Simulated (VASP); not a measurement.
# Ta (I4/mmm) in VASP: notebook

The runs below take Ta through single point, with PBE.

Everything below comes from runs of VASP 6.6.1. Logs are shortened: lines on timing, memory, paths and dates and some standing lists are left out, and cuts for length are marked.

**1. The cell of the first run**

Symmetry: I4/mmm, No. 139, tetragonal system. The conventional cell has a = 3.002 Å, b = 3.002 Å, c = 3.813 Å, α = 90.00°, β = 90.00°, γ = 90.00°. Ta (site symmetry 4/mmm) has 14 Ta at 2.85 to 3.81 Å within 3.9 Å.

**2. Single point, PBE (17.18 Å³/atom)**

INCAR reads:

```
SYSTEM = Ta
PREC = Accurate
ENCUT = 520
EDIFF = 1E-6
ISMEAR = 0
SIGMA = 0.15
LREAL = .False.
LASPH = .True.
NELM = 60
ALGO = Normal
ISIF = 2
LWAVE = .False.
LCHARG = .True.
GGA = PE
LELF = .True.
LVHAR = .True.
NBANDS = 12
```

KPOINTS reads:

```
regular mesh
0
Gamma
  20 20 20
  0 0 0
```

POSCAR reads:

```
Ta
1.0
   -1.5010679800      1.5010679800      1.9065064414
    1.5010679800     -1.5010679800      1.9065064414
    1.5010679800      1.5010679800     -1.9065064414
Ta
1
Direct
    0.0000000000      0.0000000000      0.0000000000
```

Potentials or basis: VASP PAW PBE potentials, release 64 (Ta_pv).

The run is started by

```sh
cat potpaw_PBE.64/Ta_pv/POTCAR > POTCAR
mpirun -np 1 vasp_std > vasp.out
```

OUTCAR:

```text
SYSTEM = Ta
   PREC = Accurate
   ENCUT = 520
   EDIFF = 1E-6
   ISMEAR = 0
   LREAL = .False.
   LASPH = .True.
   NELM = 60
   ISIF = 2
   GGA = PE

 ion  position               nearest neighbor table
   1  0.000  0.000  0.000-

  LATTYP: Found a body centered tetragonal cell.
 ALAT       =     3.0021359600
 C/A-ratio  =     1.2701000000

  Lattice vectors:

 A1 = (  -1.5010679800,   1.5010679800,   1.9065064414)
 A2 = (   1.5010679800,  -1.5010679800,   1.9065064414)
 A3 = (   1.5010679800,   1.5010679800,  -1.9065064414)

Analysis of symmetry for initial positions (statically):
=====================================================================
 Subroutine PRICEL returns:
 Original cell was already a primitive cell.

 Routine SETGRP: Setting up the symmetry group for a
 body centered tetragonal supercell.

 Subroutine GETGRP returns: Found 16 space group operations
 (whereof 16 operations were pure point group operations)
 out of a pool of 16 trial point group operations.

The static configuration has the point symmetry D_4h.

Analysis of symmetry for dynamics (positions and initial velocities):
=====================================================================
 Subroutine PRICEL returns:
 Original cell was already a primitive cell.

 Routine SETGRP: Setting up the symmetry group for a
 body centered tetragonal supercell.

 Subroutine GETGRP returns: Found 16 space group operations
 (whereof 16 operations were pure point group operations)
 out of a pool of 16 trial point group operations.

The dynamic configuration has the point symmetry D_4h.

 Subroutine INISYM returns: Found 16 space group operations
 (whereof 16 operations are pure point group operations),
 and found     1 'primitive' translations

----------------------------------------------------------------------------------------

                                     Primitive cell

  volume of cell :      17.1830

  direct lattice vectors                    reciprocal lattice vectors
    -1.501067980  1.501067980  1.906506441     0.000000000  0.333096173  0.262259801
     1.501067980 -1.501067980  1.906506441     0.333096173  0.000000000  0.262259801
     1.501067980  1.501067980 -1.906506441     0.333096173  0.333096173  0.000000000

  length of vectors
     2.853274780  2.853274780  2.853274780     0.423949601  0.423949601  0.471069126

  position of ions in fractional coordinates (direct lattice)
     0.000000000  0.000000000  0.000000000

  ion indices of the primitive-cell ions
   primitive index   ion index
                 1           1

----------------------------------------------------------------------------------------

 KPOINTS: regular mesh

Automatic generation of k-mesh.
 Grid dimensions read from file:
 generate k-points for:   20   20   20

 Generating k-lattice:

  Cartesian coordinates                     Fractional coordinates (reciprocal lattice)
     0.000000000  0.016654809  0.013112990     0.050000000 -0.000000000  0.000000000
     0.016654809  0.000000000  0.013112990    -0.000000000  0.050000000  0.000000000
     0.016654809  0.016654809  0.000000000     0.000000000  0.000000000  0.050000000

  Length of vectors
     0.021197480  0.021197480  0.023553456

  Shift w.r.t. Gamma in fractional coordinates (k-lattice)
     0.000000000  0.000000000  0.000000000

 Subroutine IBZKPT returns following result:
 ===========================================

 Found    641 irreducible k-points:

 Following reciprocal coordinates:
            Coordinates               Weight
  0.000000  0.000000  0.000000      1.000000
  0.050000 -0.000000  0.000000      8.000000
  0.100000 -0.000000  0.000000      8.000000
  0.150000 -0.000000  0.000000      8.000000
  0.200000 -0.000000  0.000000      8.000000
  0.250000 -0.000000  0.000000      8.000000
[... 16 lines left out ...]
 -0.400000  0.050000 -0.000000     16.000000
 -0.350000  0.050000 -0.000000     16.000000
 [... further k-points ...]
   k-points           NKPTS =    641   k-points in BZ     NKDIM =    641   number of bands    NBANDS=     12
   number of dos      NEDOS =    301   number of ions     NIONS =      1
   total plane-waves  NPLWV =  13824
   dimension x,y,z NGX =    24 NGY =   24 NGZ =   24
   dimension x,y,z NGXF=    48 NGYF=   48 NGZF=   48
   ions per type =               1
   NGX,Y,Z   is equivalent  to a cutoff of  13.98, 13.98, 13.98 a.u.
   NGXF,Y,Z  is equivalent  to a cutoff of  27.97, 27.97, 27.97 a.u.
 SYSTEM =  Ta
   PREC   = accura    normal or accurate (medium, high low for compatibility)
   ISTART =      0    job   : 0-new  1-cont  2-samecut
   ICHARG =      2    charge: 1-file 2-atom 10-const
   ISPIN  =      1    spin polarized calculation?
   LNONCOLLINEAR =      F non collinear calculations
   LSORBIT =      F    spin-orbit coupling
   LASPH  =      T    aspherical Exc in radial PAW
   ENCUT  =  520.0 eV  38.22 Ry    6.18 a.u.   5.31  5.31  5.31*2*pi/ulx,y,z
   NELM   =     60;   NELMIN=  2; NELMDL= -5     # of ELM steps
   EDIFF  = 0.1E-05   stopping-criterion for ELM
   LREAL  =      F    real-space projection
   EDIFFG = 0.1E-04   stopping-criterion for IOM
   NSW    =      0    number of steps for IOM
   IBRION =     -1    ionic relax: 0-MD 1-quasi-New 2-CG
   NFREE  =      0    steps in history (QN), initial steepest desc. (CG)
   ISIF   =      2    stress and relaxation
   ISYM   =      2    0-nonsym 1-usesym 2-fastsym
   POTIM  = 0.5000    time-step for ionic-motion
   TEBEG  =    0.0;   TEEND  =   0.0 temperature during run
   PSTRESS=    0.0 pullay stress
   NELECT =      11.0000    total number of electrons
   NUPDOWN=      -1.0000    fix difference up-down
   EMIN   =  10.00;   EMAX   =-10.00  energy-range for DOS
   EFERMI =   0.00;   METHOD = LEGACY
   ISMEAR =     0;   SIGMA  =   0.15  broadening in eV -4-tet -1-fermi 0-gaus
   EFERMI_NEDOS =   21; number of points for ismear=-14 and -15
   IALGO  =     38    algorithm
   IMIX   =      4    mixing-type and parameters
     AMIX     =   0.40;   BMIX     =  1.00
     AMIX_MAG =   1.60;   BMIX_MAG =  1.00
  volume/ion in A,a.u.               =      17.18       115.96
  Fermi-wavevector in a.u.,A,eV,Ry     =   1.410932  2.666275 27.085511  1.990729
  Thomas-Fermi vector in A             =   2.532835
   LORBIT       =      0    0 simple, 1 ext, 2 COOP (PROOUT), +10 PAW based schemes
   GGA     = PE    functional components
   LHFCALC =     F    Hartree Fock is set to
   AEXX    =    0.0000 exact exchange contribution
   IVDW    =     0    specifies the selected vdW correction
   LEPSILON=     F    determine dielectric tensor
   LRPA    =     F    only Hartree local field effects (RPA)
 non-spin polarized calculation
 Gauss-broadening in eV      SIGMA  =   0.15
  energy-cutoff  :      520.00
  volume of cell :       17.18
 maximum number of plane-waves:       479
 NGX is ok and might be reduce to    24
   NGX = 11   NGY = 11   NGZ = 11

 number of electron      10.9999999 magnetization

 Free energy of the ion-electron system (eV)
  ---------------------------------------------------
  ext. energy  EPLUGINS =         0.00000000
  ---------------------------------------------------
  free energy    TOTEN  =       -11.56322012 eV

  energy without entropy =      -11.55046731  energy(sigma->0) =      -11.55684372

 E-fermi :   6.1748     XC(G=0): -12.8606

 val. band max:        6.1650670217   @ k =  -0.4000   0.0500  -0.0000
 cond. band min:       6.1750050436   @ k =   0.1000  -0.0000   0.0000
 fundamental gap:      0.0099380218
 Fermi energy:         6.1748453416

 k-point     1 :       0.0000    0.0000    0.0000
  band No.  band energies     occupation
      1     -27.0129      2.00000
      2     -26.9995      2.00000
      3     -26.9995      2.00000
      4      -2.2201      2.00000
      5       6.3208      0.16893
      6       6.3208      0.16893
      7       7.7258      0.00000
      8       8.9619      0.00000
      9      10.8641      0.00000
     10      19.1862      0.00000
     11      20.7243      0.00000
     12      23.1232      0.00000

 k-point     2 :       0.0500   -0.0000    0.0000
  band No.  band energies     occupation
      1     -27.0432      2.00000
      2     -27.0081      2.00000
      3     -27.0065      2.00000
      4      -2.1067      2.00000
      5       6.2920      0.26941
      6       6.3705      0.06511
      7       7.7015      0.00000
      8       8.9318      0.00000
      9      10.7881      0.00000
     10      19.4266      0.00000
     11      20.7241      0.00000
     12      23.0351      0.00000

 k-point     3 :       0.1000   -0.0000    0.0000
  band No.  band energies     occupation
      1     -27.1483      2.00000
      2     -27.0267      2.00000
      3     -27.0149      2.00000
      4      -1.7770      2.00000
      5       6.1750      0.99880
      6       6.4913      0.00285
      7       7.6852      0.00000
      8       8.8833      0.00000
      9      10.5946      0.00000
     10      20.0730      0.00000
     11      20.7235      0.00000
     12      22.6037      0.00000

 k-point     4 :       0.1500   -0.0000    0.0000
  band No.  band energies     occupation
      1     -27.3103      2.00000
      2     -27.0579      2.00000
      3     -27.0242      2.00000
      4      -1.2635      2.00000
      5       5.9468      1.96847
      6       6.5945      0.00008
      7       7.7537      0.00000
      8       8.9377      0.00000
      9      10.3722      0.00000
     10      20.6991      0.00000
     11      20.7471      0.00000
     12      22.1108      0.00000

 k-point     5 :       0.2000   -0.0000    0.0000
  band No.  band energies     occupation
      1     -27.5094      2.00000
      2     -27.0971      2.00000
      3     -27.0357      2.00000
      4      -0.6250      2.00000
      5       5.6828      2.00000
      6       6.5717      0.00018
      7       7.8684      0.00000
      8       9.2376      0.00000
      9      10.2425      0.00000
     10      20.2915      0.00000
     11      20.7295      0.00000
     12      22.7367      0.00000
[... 228 lines left out ...]
      1     -28.3634      2.00000
      2     -27.2907      2.00000
      3     -27.1026      2.00000
      4       1.3800      2.00000
      5       5.5618      2.00000
      6       7.0161      0.00000
      7       7.5543      0.00000
      8      12.1743      0.00000
      9      13.2966      0.00000
     10      17.6163      0.00000
     11      18.7476      0.00000
     12      20.7333      0.00000

 k-point    22 :      -0.4500    0.0500   -0.0000
  band No.  band energies     occupation
      1     -28.3095      2.00000
      2     -27.2758      2.00000
      3     -27.1029      2.00000
      4       1.3514      2.00000
      5       5.6247      2.00000
      6       6.6830      0.00000
      7       7.5915      0.00000
      8      12.0170      0.00000
      9      12.8035      0.00000
     10      17.7559      0.00000
     11      19.3685      0.00000
     12      20.7355      0.00000

 k-point    23 :      -0.4000    0.0500   -0.0000
  band No.  band energies     occupation
      1     -28.1999      2.00000
      2     -27.2487      2.00000
      3     -27.0991      2.00000
      4       1.2473      2.00000
      5       5.7649      1.99989
      6       6.1651      1.07345
      7       7.6427      0.00000
      8      11.5740      0.00000
      9      12.0828      0.00000
     10      18.0950      0.00000
     11      20.5192      0.00000
     12      20.7770      0.00000

 k-point    24 :      -0.3500    0.0500   -0.0000
  band No.  band energies     occupation
      1     -28.0430      2.00000
      2     -27.2121      2.00000
      3     -27.0913      2.00000
      4       0.9862      2.00000
      5       5.6696      2.00000
      6       5.9885      1.92100
      7       7.7475      0.00000
      8      10.8655      0.00000
      9      11.4100      0.00000
     10      18.6226      0.00000
     11      20.7207      0.00000
     12      22.0529      0.00000

 [... further k-points ...]
[... 5 lines left out ...]
  --------------------------------------------------------------------------------------
  -------------------------------------------------------------------------------------
  Total        2.6393664      2.6393664      0.6985656      0.0000000      0.0000000     -0.0000000
  in kB      246.0998040    246.0998040     65.1356522      0.0000000      0.0000000     -0.0000000
  external PRESSURE =     185.7784201 kB  Pullay stress =       0.0000000 kB

 VOLUME and BASIS-vectors are now :
 -----------------------------------------------------------------------------
  energy-cutoff  :      520.00
  volume of cell :       17.18
      direct lattice vectors                 reciprocal lattice vectors
    -1.501067980  1.501067980  1.906506441     0.000000000  0.333096173  0.262259801
     1.501067980 -1.501067980  1.906506441     0.333096173  0.000000000  0.262259801
     1.501067980  1.501067980 -1.906506441     0.333096173  0.333096173  0.000000000

 POSITION                                       TOTAL-FORCE (eV/Angst)
 -----------------------------------------------------------------------------------
      0.00000      0.00000      0.00000        -0.000000      0.000000      0.000000
 -----------------------------------------------------------------------------------
    total drift:                                0.000000      0.000000      0.000000

  FREE ENERGIE OF THE ION-ELECTRON SYSTEM (eV)
  ---------------------------------------------------
  free  energy   TOTEN  =       -11.5632201246 eV

  energy  without entropy=      -11.5504673124  energy(sigma->0) =      -11.55684372
```

It took 1.8 min on 1 thread of Intel Xeon 8259CL, shared host; peak memory 0.25 GiB.

What came out:

- Free energy: -11.5632 eV
- Pressure: 18.6 GPa
- Band gap on the k mesh: zero (an odd number of electrons rules out a gap without spin polarisation)

Stress tensor (GPa, compression positive):
```
24.61  0.00  0.00
 0.00 24.61  0.00
 0.00  0.00  6.51
```

Caveat: the stress differs along the axes, from 7 to 25 GPa; spin-orbit coupling is left out, which moves the levels of the heavy elements.

(Continued in part 2 of 3.)
